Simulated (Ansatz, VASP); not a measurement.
## Na: VASP beside Ansatz

```
Na
1.0
    -1.88829    1.88829    2.63728
     1.88829   -1.88829    2.63728
     1.88829    1.88829   -2.63728
Na
1
Direct
  0.93140 0.03696 0.90376
```

Alike in both runs: task single point; functional BLYP; k mesh 2 × 2 × 2; no spin polarisation.

|  | VASP | Ansatz |
| --- | --- | --- |
| version | VASP 6.6.1 | Ansatz 0.2.0 |
| potentials or method | VASP PAW PBE potentials, release 64 (Na_pv), cutoff 500 eV | scalar-relativistic, plane waves, PAW |
| occupations | fermi-dirac, width 0.00861733 eV | fermi-dirac |
| valence electrons in the cell | 7 | 9 |

```csv
,VASP,Ansatz,Ansatz less VASP
gap on the k mesh at the Fermi level (eV),none,none,-
pressure (GPa),1.1,1.1,+0.02
"traceless stress, the component that is largest in VASP (GPa)",0.12,0.12,0.000
```

VASP's potentials were made for PBE, not for BLYP. A gap of «none» marks a metal or a gap that the smearing closes. VASP's potentials hold 7 valence electrons a cell and Ansatz's 9, so a difference there can come from the potentials and not from the codes.

The k mesh is coarse, so the values compare programs but aren't converged.
